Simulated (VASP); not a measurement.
Here is a VASP 6.6.1 calculation.

The input INCAR:

```
SYSTEM = Ni
PREC = Accurate
ENCUT = 600
EDIFF = 1E-6
ISMEAR = -1
SIGMA = 0.05
LREAL = .FALSE.
LASPH = .TRUE.
NELM = 150
ALGO = Normal
ISIF = 3
LWAVE = .FALSE.
LCHARG = .FALSE.
ISPIN = 2
MAGMOM = 0.8 0.8 0.8
LORBIT = 11
LMAXMIX = 4
GGA = B5
ALDAX = 1.0
AGGAX = 1.0
AGGAC = 1.0
ALDAC = 0.0
IBRION = 2
NSW = 80
EDIFFG = -0.01
```

KPOINTS

```
regular mesh
0
G
  9 9 13
  0 0 0
```

POSCAR

```
Ni
1.0
    3.9540713024      0.0000000000      0.0000000000
   -1.9770356512      3.4243261962      0.0000000000
    0.0000000000      0.0000000000      2.4238457083
Ni
3
Direct
    0.0000000000      0.0000000000      0.0000000000
    0.3333333333      0.6666666667      0.5000000000
    0.6666666667      0.3333333333      0.5000000000
```

Potentials or basis: VASP PAW PBE potentials, release 64 (Ni).

Run with:

```console
$ cat potpaw_PBE.64/Ni/POTCAR > POTCAR
$ mpirun -np 1 vasp_std > vasp.out
```

(1) What does it give for the space group after relaxing (to 0.1 Å)?

(2) Estimate the relaxed volume.

Answers

(1) P6/mmm (No. 191).

(2) 11.69 Å³/atom.

Caveat: the PAW data sets were made with another functional, which shifts forces and pressure a little.
